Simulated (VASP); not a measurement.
Crystal: HgTe.

```
Hg Te
1.0
     2.99252   -3.46693    0.00000
     2.99252    3.46693    0.00000
     0.00000    0.00000    5.79816
Hg Te
2 2
Direct
  0.34305 0.65695 0.75000
  0.65695 0.34305 0.25000
  0.78481 0.21519 0.75000
  0.21519 0.78481 0.25000
```

```yaml
Program: VASP 6.6.1
Task: relaxation of cell and atoms
Functional: LDA
Potentials_or_basis: VASP PAW LDA potentials, release 64 (Hg, Te)
Cutoff: 600 eV
k_mesh: 4 × 4 × 4
Occupations: gaussian, width 0.1 eV
Spin: no spin polarisation
```

At the start: pressure -4.5 GPa; volume 30.08 Å³/atom.

Q: How do energy, volume and symmetry change on relaxing?

A: Over 11 steps the energy falls by 44.5 meV/atom and the volume is 27.08 Å³/atom (-10.0 %); space group Cmcm (No. 63, to 0.1 Å) before and after.

Step by step:
```
step  energy change (eV)  largest force (eV/Å)  pressure (GPa)  volume (Å³)
   1              0.0000                0.2106           -4.54       120.31
   2             -0.1393                0.2238            2.38       106.07
   3             -0.1687                0.0829           -0.07       109.88
   4             -0.1686                0.0899            0.05       109.68
   5             -0.1704                0.1022            0.08       109.45
   6             -0.1719                0.1229            0.12       109.06
   7             -0.1720                0.1303            0.15       108.92
   8             -0.1735                0.1047           -0.02       109.05
   9             -0.1751                0.0418           -0.42       109.36
  10             -0.1762                0.0331           -0.32       109.09
  11             -0.1780                0.0231           -0.03       108.31
```

Final structure:
```xyz
4
Lattice="2.9136 -3.3302 0.0000 2.9136 3.3302 0.0000 0.0000 0.0000 5.5813" Properties=species:S:1:pos:R:3 pbc="T T T"
Hg    2.9136    1.0499    4.1860
Hg    2.9136   -1.0499    1.3953
Te    2.9136   -1.9478    4.1860
Te    2.9136    1.9478    1.3953
```

Caveat: the relaxation stopped at a loose force limit of 0.05 eV/Å, so its end isn't a converged minimum.
